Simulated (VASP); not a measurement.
# HF in VASP: a series of runs

The runs below take HF through single point, with PBE+D3(BJ).

Everything below comes from runs of VASP 6.6.1. Logs are shortened: lines on timing, memory, paths and dates and some standing lists are left out, and cuts for length are marked.

**1. The cell of the first run**

The cell holds a disordered packing, 20 atoms: a = 6.479 Å, b = 6.479 Å, c = 6.479 Å, α = 90.00°, β = 90.00°, γ = 90.00°.

**2. Single point, PBE+D3(BJ)**

Input file INCAR:

```
  PREC = Accurate
  ENCUT = 1010
  EDIFF = 1E-6
  ISMEAR = -1
  SIGMA = 0.02
  LREAL = Auto
  LASPH = True
  NELM = 120
  ALGO = Normal
  ISIF = 2
  LWAVE = False
  LCHARG = False
  GGA = PE
  IVDW = 12
  NBANDS = 56
  GGA_COMPAT = False
```

Input file KPOINTS:

```
regular mesh
0
Gamma
  1 1 1
```

Input file POSCAR:

```
HF
1.0
    6.4792240000      0.0000000000      0.0000000000
    0.0000000000      6.4792240000      0.0000000000
    0.0000000000      0.0000000000      6.4792240000
F H
10 10
Direct
    0.3198994201      0.5697441545      0.7846155651
    0.6973828965      0.4047861287      0.7294700723
    0.8259322413      0.6160768635      0.0112359134
    0.4412565455      0.1802067655      0.4348823254
    0.3790731730      0.2752644452      1.0764715034
    0.5265599708      0.8031980373      0.9930510197
    0.0564110764      0.1686313052      0.9089051405
    0.6735528823      0.9007405825      0.5040418420
    0.8250370723      0.1089173642      0.2069846636
    1.0318673965      0.9653162169      0.5990069181
    0.4269184087      0.4736060985      0.7694131273
    0.7715121440      0.4771559063      0.8354395526
    0.6903758845      0.6960092752      0.0445578051
    0.3957572697      0.2190077083      0.3005761184
    0.2612967232      0.2295953960      1.0149672245
    0.4239242230      0.7037108148      0.9494501193
    0.0485706313      0.0775092820      0.7792291176
    0.5978185042      1.0181311836      0.4492976319
    0.8883162552      0.1128221528      0.0763980378
    0.8807844890      0.9341550778      0.5635397078
```

Potentials or basis: VASP PAW PBE potentials, release 64 (F_h, H_h).

On the command line:

```console
> cat potpaw_PBE.64/F_h/POTCAR potpaw_PBE.64/H_h/POTCAR > POTCAR
> mpirun -np 1 vasp_gam > vasp.out
```

OUTCAR:

```text
PREC = Accurate
   ENCUT = 1010
   EDIFF = 1E-6
   ISMEAR = -1
   LREAL = Auto
   LASPH = True
   NELM = 120
   ISIF = 2
   GGA = PE
   IVDW = 12
 IVDW          = 12

 ion  position               nearest neighbor table
   1  0.320  0.570  0.785-  11 0.94
   2  0.697  0.405  0.729-  12 0.96
   3  0.826  0.616  0.011-  13 1.04
   4  0.441  0.180  0.435-  14 0.95
   5  0.379  0.275  0.076-  15 0.91
   6  0.527  0.803  0.993-  16 0.97
   7  0.056  0.169  0.909-  17 1.03
   8  0.674  0.901  0.504-  18 0.97
   9  0.825  0.109  0.207-  19 0.94
  10  0.032  0.965  0.599-  20 1.03
  11  0.427  0.474  0.769-   1 0.94
  12  0.772  0.477  0.835-   2 0.96
  13  0.690  0.696  0.045-   3 1.04
  14  0.396  0.219  0.301-   4 0.95
  15  0.261  0.230  0.015-   5 0.91
  16  0.424  0.704  0.949-   6 0.97
  17  0.049  0.078  0.779-   7 1.03
  18  0.598  0.018  0.449-   8 0.97
  19  0.888  0.113  0.076-   9 0.94
  20  0.881  0.934  0.564-  10 1.03

  LATTYP: Found a simple cubic cell.
 ALAT       =     6.4792240000

  Lattice vectors:

 A1 = (   6.4792240000,   0.0000000000,   0.0000000000)
 A2 = (   0.0000000000,   6.4792240000,   0.0000000000)
 A3 = (   0.0000000000,   0.0000000000,   6.4792240000)

Analysis of symmetry for initial positions (statically):
=====================================================================
 Subroutine PRICEL returns:
 Original cell was already a primitive cell.

 Routine SETGRP: Setting up the symmetry group for a
 simple cubic supercell.

 Subroutine GETGRP returns: Found  1 space group operations
 (whereof  1 operations were pure point group operations)
 out of a pool of 48 trial point group operations.

The static configuration has the point symmetry C_1 .

Analysis of symmetry for dynamics (positions and initial velocities):
=====================================================================
 Subroutine PRICEL returns:
 Original cell was already a primitive cell.

 Routine SETGRP: Setting up the symmetry group for a
 simple cubic supercell.

 Subroutine GETGRP returns: Found  1 space group operations
 (whereof  1 operations were pure point group operations)
 out of a pool of 48 trial point group operations.

The dynamic configuration has the point symmetry C_1 .

 Subroutine INISYM returns: Found  1 space group operations
 (whereof  1 operations are pure point group operations),
 and found     1 'primitive' translations

----------------------------------------------------------------------------------------

                                     Primitive cell

  volume of cell :     272.0001

  direct lattice vectors                    reciprocal lattice vectors
     6.479224000  0.000000000  0.000000000     0.154339470  0.000000000  0.000000000
     0.000000000  6.479224000  0.000000000     0.000000000  0.154339470  0.000000000
     0.000000000  0.000000000  6.479224000     0.000000000  0.000000000  0.154339470

  length of vectors
     6.479224000  6.479224000  6.479224000     0.154339470  0.154339470  0.154339470

  position of ions in fractional coordinates (direct lattice)
     0.319899420  0.569744155  0.784615565
     0.697382897  0.404786129  0.729470072
     0.825932241  0.616076863  0.011235913
     0.441256546  0.180206766  0.434882325
     0.379073173  0.275264445  0.076471503
     0.526559971  0.803198037  0.993051020
     0.056411076  0.168631305  0.908905141
     0.673552882  0.900740582  0.504041842
     0.825037072  0.108917364  0.206984664
     0.031867396  0.965316217  0.599006918
     0.426918409  0.473606098  0.769413127
     0.771512144  0.477155906  0.835439553
     0.690375884  0.696009275  0.044557805
     0.395757270  0.219007708  0.300576118
     0.261296723  0.229595396  0.014967224
     0.423924223  0.703710815  0.949450119
     0.048570631  0.077509282  0.779229118
     0.597818504  0.018131184  0.449297632
     0.888316255  0.112822153  0.076398038
     0.880784489  0.934155078  0.563539708

  ion indices of the primitive-cell ions
   primitive index   ion index
                 1           1
                 2           2
                 3           3
                 4           4
                 5           5
                 6           6
                 7           7
                 8           8
                 9           9
                10          10
                11          11
                12          12
                13          13
                14          14
                15          15
                16          16
                17          17
                18          18
                19          19
                20          20

----------------------------------------------------------------------------------------

 KPOINTS: regular mesh

Automatic generation of k-mesh.
 Grid dimensions read from file:
 generate k-points for:    1    1    1

 Generating k-lattice:

  Cartesian coordinates                     Fractional coordinates (reciprocal lattice)
     0.154339470  0.000000000  0.000000000     1.000000000  0.000000000  0.000000000
     0.000000000  0.154339470  0.000000000     0.000000000  1.000000000  0.000000000
     0.000000000  0.000000000  0.154339470     0.000000000  0.000000000  1.000000000

  Length of vectors
     0.154339470  0.154339470  0.154339470

  Shift w.r.t. Gamma in fractional coordinates (k-lattice)
     0.000000000  0.000000000  0.000000000

 Subroutine IBZKPT returns following result:
 ===========================================

 Found      1 irreducible k-points:

 Following reciprocal coordinates:
            Coordinates               Weight
  0.000000  0.000000  0.000000      1.000000
   k-points           NKPTS =      1   k-points in BZ     NKDIM =      1   number of bands    NBANDS=     56
   number of dos      NEDOS =    301   number of ions     NIONS =     20
   total plane-waves  NPLWV = 343000
   dimension x,y,z NGX =    70 NGY =   70 NGZ =   70
   dimension x,y,z NGXF=   140 NGYF=  140 NGZF=  140
   ions per type =              10  10
   NGX,Y,Z   is equivalent  to a cutoff of  17.96, 17.96, 17.96 a.u.
   NGXF,Y,Z  is equivalent  to a cutoff of  35.92, 35.92, 35.92 a.u.
 SYSTEM =  unknown system
   PREC   = accura    normal or accurate (medium, high low for compatibility)
   ISTART =      0    job   : 0-new  1-cont  2-samecut
   ICHARG =      2    charge: 1-file 2-atom 10-const
   ISPIN  =      1    spin polarized calculation?
   LNONCOLLINEAR =      F non collinear calculations
   LSORBIT =      F    spin-orbit coupling
   LASPH  =      T    aspherical Exc in radial PAW
   ENCUT  = 1010.0 eV  74.23 Ry    8.62 a.u.  16.79 16.79 16.79*2*pi/ulx,y,z
   NELM   =    120;   NELMIN=  2; NELMDL= -5     # of ELM steps
   EDIFF  = 0.1E-05   stopping-criterion for ELM
   LREAL  =      T    real-space projection
   EDIFFG = 0.1E-04   stopping-criterion for IOM
   NSW    =      0    number of steps for IOM
   IBRION =     -1    ionic relax: 0-MD 1-quasi-New 2-CG
   NFREE  =      0    steps in history (QN), initial steepest desc. (CG)
   ISIF   =      2    stress and relaxation
   ISYM   =      2    0-nonsym 1-usesym 2-fastsym
   POTIM  = 0.5000    time-step for ionic-motion
   TEBEG  =    0.0;   TEEND  =   0.0 temperature during run
   PSTRESS=    0.0 pullay stress
   NELECT =      80.0000    total number of electrons
   NUPDOWN=      -1.0000    fix difference up-down
   EMIN   =  10.00;   EMAX   =-10.00  energy-range for DOS
   EFERMI =   0.00;   METHOD = LEGACY
   ISMEAR =    -1;   SIGMA  =   0.02  broadening in eV -4-tet -1-fermi 0-gaus
   EFERMI_NEDOS =   21; number of points for ismear=-14 and -15
   IALGO  =     38    algorithm
   IMIX   =      4    mixing-type and parameters
     AMIX     =   0.40;   BMIX     =  1.00
     AMIX_MAG =   1.60;   BMIX_MAG =  1.00
  volume/ion in A,a.u.               =      13.60        91.78
  Fermi-wavevector in a.u.,A,eV,Ry     =   1.088717  2.057378 16.127062  1.185306
  Thomas-Fermi vector in A             =   2.224905
   LORBIT       =      0    0 simple, 1 ext, 2 COOP (PROOUT), +10 PAW based schemes
   GGA     = PE    functional components
   LHFCALC =     F    Hartree Fock is set to
   AEXX    =    0.0000 exact exchange contribution
   IVDW    =    12    specifies the selected vdW correction
   LEPSILON=     F    determine dielectric tensor
   LRPA    =     F    only Hartree local field effects (RPA)
 non-spin polarized calculation
  energy-cutoff  :     1010.00
  volume of cell :      272.00
 maximum number of plane-waves:      9919
 NGX is ok and might be reduce to    70
   NGX = 33   NGY = 33   NGZ = 33

 number of electron      80.0000000 magnetization

 Free energy of the ion-electron system (eV)
  ---------------------------------------------------
  ext. energy  EPLUGINS =         0.00000000
  ---------------------------------------------------
  free energy    TOTEN  =       -82.59172054 eV

  energy without entropy =      -82.59172054  energy(sigma->0) =      -82.59172054

 E-fermi :  -5.2655     XC(G=0):  -6.2637

 val. band max:       -5.7943799237   @ k =   0.0000   0.0000   0.0000
 cond. band min:       1.1021406395   @ k =   0.0000   0.0000   0.0000
 fundamental gap:      6.8965205632
 Fermi energy:        -5.2655117642

 k-point     1 :       0.0000    0.0000    0.0000
  band No.  band energies     occupation
      1     -28.5179      2.00000
      2     -28.3818      2.00000
      3     -27.7817      2.00000
      4     -27.7072      2.00000
      5     -27.6181      2.00000
      6     -27.0613      2.00000
      7     -26.7079      2.00000
      8     -26.6413      2.00000
      9     -26.1459      2.00000
     10     -25.9178      2.00000
     11     -12.4640      2.00000
     12     -12.3019      2.00000
     13     -12.2690      2.00000
     14     -11.1479      2.00000
     15     -10.9959      2.00000
     16     -10.7199      2.00000
     17     -10.5256      2.00000
     18     -10.2800      2.00000
     19     -10.0271      2.00000
     20      -9.3761      2.00000
     21      -8.1552      2.00000
     22      -7.9500      2.00000
     23      -7.7969      2.00000
     24      -7.6354      2.00000
     25      -7.6166      2.00000
     26      -7.4565      2.00000
     27      -7.3979      2.00000
     28      -7.3129      2.00000
     29      -7.2492      2.00000
     30      -7.1880      2.00000
     31      -7.0518      2.00000
     32      -6.9931      2.00000
     33      -6.8851      2.00000
     34      -6.7957      2.00000
     35      -6.6129      2.00000
     36      -6.4277      2.00000
     37      -6.1831      2.00000
     38      -6.0694      2.00000
     39      -5.8940      2.00000
     40      -5.7944      2.00000
     41       1.1021      0.00000
     42       4.4693      0.00000
     43       4.8022      0.00000
     44       4.8446      0.00000
     45       4.9516      0.00000
     46       5.2955      0.00000
     47       5.4292      0.00000
     48       6.9323      0.00000
     49       6.9884      0.00000
     50       7.4358      0.00000
     51       7.5756      0.00000
     52       7.6987      0.00000
 [bands above 52 left out]

------------------------ aborting loop because EDIFF is reached ----------------------------------------

 Edisp (eV)   -0.47202

 E8    (eV) :    -0.0948

  FORCE on cell =-STRESS in cart. coord.  units (eV):
  Direction    XX          YY          ZZ          XY          YZ          ZX
  --------------------------------------------------------------------------------------
  -------------------------------------------------------------------------------------
  Total       3.04725     2.12116     3.12299     0.30356    -0.48953     1.59763
  in kB      17.94940    12.49440    18.39552     1.78808    -2.88348     9.41062
  external pressure =       16.28 kB  Pullay stress =        0.00 kB

 VOLUME and BASIS-vectors are now :
 -----------------------------------------------------------------------------
  energy-cutoff  :     1010.00
  volume of cell :      272.00
      direct lattice vectors                 reciprocal lattice vectors
     6.479224000  0.000000000  0.000000000     0.154339470  0.000000000  0.000000000
     0.000000000  6.479224000  0.000000000     0.000000000  0.154339470  0.000000000
     0.000000000  0.000000000  6.479224000     0.000000000  0.000000000  0.154339470

 POSITION                                       TOTAL-FORCE (eV/Angst)
 -----------------------------------------------------------------------------------
      2.07270      3.69150      5.08370        -0.767994      0.476164      0.269576
      4.51850      2.62270      4.72640        -0.592206     -0.458419     -0.507856
      5.35140      3.99170      0.07280        -0.411532      0.303424      0.669002
      2.85900      1.16760      2.81770        -0.055166     -0.058316      0.834617
      2.45610      1.78350      0.49548         2.382947      0.968457      1.281831
      3.41170      5.20410      6.43420        -0.692345      0.730464      0.675300
      0.36550      1.09260      5.88900         0.052507     -0.420968     -0.645702
      4.36410      5.83610      3.26580         0.388961     -0.692443      0.406878
      5.34560      0.70570      1.34110        -0.343605     -0.039128      0.350845
      0.20648      6.25450      3.88110        -0.735988     -0.137982      0.273050
      2.76610      3.06860      4.98520         1.027327     -0.633048     -0.471336
      4.99880      3.09160      5.41300         0.183436      0.387007      0.483593
      4.47310      4.50960      0.28870         1.597828     -0.652270     -0.647801
      2.56420      1.41900      1.94750         0.096431      0.139830     -0.695888
      1.69300      1.48760      0.09698        -2.463453     -0.885920     -1.324994
      2.74670      4.55950      6.15170        -0.296553     -0.018078     -0.629181
      0.31470      0.50220      5.04880        -0.028360      0.186539     -0.075953
      3.87340      0.11748      2.91110        -0.172272      0.295329      0.064427
      5.75560      0.73100      0.49500         0.240943      0.188517     -0.204228
      5.70680      6.05260      3.65130         0.589093      0.320842     -0.106179
 -----------------------------------------------------------------------------------
    total drift:                                0.001313     -0.003033      0.005322

  FREE ENERGIE OF THE ION-ELECTRON SYSTEM (eV)
  ---------------------------------------------------
  free  energy   TOTEN  =       -83.0637394484 eV

  energy  without entropy=      -83.0637394484  energy(sigma->0) =      -83.06373945
```

Wall time 1.9 min (1 thread of AMD EPYC 7R43 (Zen 3), shared host); peak memory 0.59 GiB.

Results:

```yaml
Free_energy: -83.0637 eV
Pressure: 1.6 GPa
Largest_force: 2.934 eV/Å
Dispersion_energy_per_atom: -0.024 eV
```

Forces on the atoms (eV/Å):
```
F   -0.768  0.476  0.270
F   -0.592 -0.458 -0.508
F   -0.412  0.303  0.669
F   -0.055 -0.058  0.835
F    2.383  0.968  1.282
F   -0.692  0.730  0.675
F    0.053 -0.421 -0.646
F    0.389 -0.692  0.407
F   -0.344 -0.039  0.351
F   -0.736 -0.138  0.273
H    1.027 -0.633 -0.471
H    0.183  0.387  0.484
H    1.598 -0.652 -0.648
H    0.096  0.140 -0.696
H   -2.463 -0.886 -1.325
H   -0.297 -0.018 -0.629
H   -0.028  0.187 -0.076
H   -0.172  0.295  0.064
H    0.241  0.189 -0.204
H    0.589  0.321 -0.106
```

Stress tensor (GPa, compression positive):
```
 1.79  0.18  0.94
 0.18  1.25 -0.29
 0.94 -0.29  1.84
```

Caveat: the k points lie up to 0.97 Å⁻¹ apart, too coarse for converged energies, forces and pressures.

**3. Single point, PBE+D3(BJ)**

Input file INCAR:

```
PREC = Accurate
ENCUT = 1010
EDIFF = 1E-6
ISMEAR = -1
SIGMA = 0.02
LREAL = Auto
LASPH = T
NELM = 120
ALGO = Normal
ISIF = 2
LWAVE = F
LCHARG = F
GGA = PE
IVDW = 12
NBANDS = 56
GGA_COMPAT = F
```

Input file KPOINTS:

```
Automatic mesh
0
Gamma
  1 1 1
```

Input file POSCAR:

```
HF
1.0
    6.4792240000      0.0000000000      0.0000000000
    0.0000000000      6.4792240000      0.0000000000
    0.0000000000      0.0000000000      6.4792240000
F H
10 10
Direct
    0.2628401179      0.6285320588      0.8297444262
    0.6150582230      0.4575702275      0.7200553647
    0.8909863280      0.6929996555     -0.0823555413
    0.4499921596      0.1342290373      0.4304990845
    0.4437414110      0.2606021956      1.0507585476
    0.5276249131      0.8396221523      1.0590620111
    0.0728019281      0.2321265633      0.8427398096
    0.6715927710      0.8632052233      0.5402498818
    0.8567383995      0.0386003015      0.1966593530
    1.0463135709      0.9768762432      0.5409135415
    0.3695349937      0.5350949435      0.7929498965
    0.7247472846      0.5645120465      0.7324333902
    0.7830721704      0.7473425830      0.0037504491
    0.4408706969      0.1876767959      0.2899266949
    0.3241900573      0.2682265654      0.9644673498
    0.4331537233      0.7432525870      1.0224989906
    0.0624457497      0.1322071902      0.7277877721
    0.5730778871      0.9666126684      0.5008007132
    0.9259596520      0.1031605019      0.0827259561
    0.9218542220      0.8913721767      0.5193986193
```

Potentials or basis: VASP PAW PBE potentials, release 64 (F_h, H_h).

On the command line:

```console
> cat potpaw_PBE.64/F_h/POTCAR potpaw_PBE.64/H_h/POTCAR > POTCAR
> mpirun -np 1 vasp_gam > vasp.out
```

Run time: 77 s. Hardware: 1 thread of Intel Xeon Platinum 8259CL at 2.50GHz (Skylake/Cascade Lake), shared host; peak memory 0.64 GiB.

It converged, with:

- Free energy: -82.5996 eV
- Pressure: -0.2 GPa
- Largest force: 2.506 eV/Å
- Dispersion energy per atom: -0.024 eV

Forces in eV/Å, atoms in the order of the input:
```
F    0.293 -0.139  0.284
F    1.167  1.162 -0.066
F   -0.723  0.108  0.204
F   -0.557  0.769 -0.536
F   -0.325  0.220  0.043
F    1.711  1.278  0.775
F    0.137 -0.652 -0.258
F    0.614 -1.048  0.464
F    0.487  0.573 -1.057
F   -0.421 -0.657  0.240
H    0.384  0.238 -0.474
H   -1.224 -1.202  0.216
H    0.223  0.050 -0.274
H    0.188 -0.457  0.360
H   -0.111 -0.328  0.268
H   -1.846 -1.446 -0.885
H   -0.054  0.193  0.240
H   -0.058  0.429 -0.467
H   -0.407 -0.299  0.600
H    0.522  1.209  0.326
```

Stress tensor (GPa, compression positive):
```
-0.25 -0.39  0.18
-0.39  0.47 -0.18
 0.18 -0.18 -0.94
```

Levels at points of the mesh, in eV from the Fermi level:
| k point | band 36 | band 37 | band 38 | band 39 | band 40 | band 41 | band 42 | band 43 | band 44 | band 45 |
| --- | --- | --- | --- | --- | --- | --- | --- | --- | --- | --- |
| (0.00, 0.00, 0.00) | -1.05 | -0.92 | -0.84 | -0.72 | -0.54 | 6.24 | 9.35 | 9.60 | 9.82 | 10.12 |

Caveat: the k points lie up to 0.97 Å⁻¹ apart, too coarse for converged energies, forces and pressures; the atoms stand as in a frame of molecular dynamics.
